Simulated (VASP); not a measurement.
Tl2Ga:

```xyz
3
Lattice="5.6656 0.0000 0.0000 -2.8328 4.9066 0.0000 0.0000 0.0000 3.1054" Properties=species:S:1:pos:R:3 pbc="T T T"
Tl    0.0000    3.2710    1.5527
Tl    2.8328    1.6355    1.5527
Ga    0.0000    0.0000    0.0000
```

* Program: VASP 6.6.1
* Task: relaxation of cell and atoms
* Functional: PBE
* Potentials or basis: VASP PAW PBE potentials, release 64 (Tl_d, Ga_d)
* Cutoff: 600 eV
* k mesh: 6 × 6 × 6
* Occupations: gaussian, width 0.1 eV
* Spin: no spin polarisation

At the start: pressure -0.2 GPa; volume 28.78 Å³/atom.

Question: How do energy, volume and symmetry change on relaxing?

Answer: Over 4 steps the energy falls by 20.4 meV/atom and the volume is 28.42 Å³/atom (-1.2 %); space group P6/mmm (No. 191, to 0.1 Å) before and after.

The path:
| step | energy change (eV) | largest force (eV/Å) | pressure (GPa) | volume (Å³) |
| --- | --- | --- | --- | --- |
| 1 | 0.0000 | 0.0000 | -0.24 | 86.33 |
| 2 | -0.0508 | 0.0000 | -0.32 | 85.75 |
| 3 | -0.0599 | 0.0000 | -0.20 | 85.40 |
| 4 | -0.0611 | 0.0000 | -0.16 | 85.25 |

Final structure:
```
Tl Ga
1.0
     5.50914    0.00000    0.00000
    -2.75457    4.77105    0.00000
     0.00000    0.00000    3.24344
Tl Ga
2 1
Direct
  0.33333 0.66667 0.50000
  0.66667 0.33333 0.50000
  0.00000 0.00000 0.00000
```
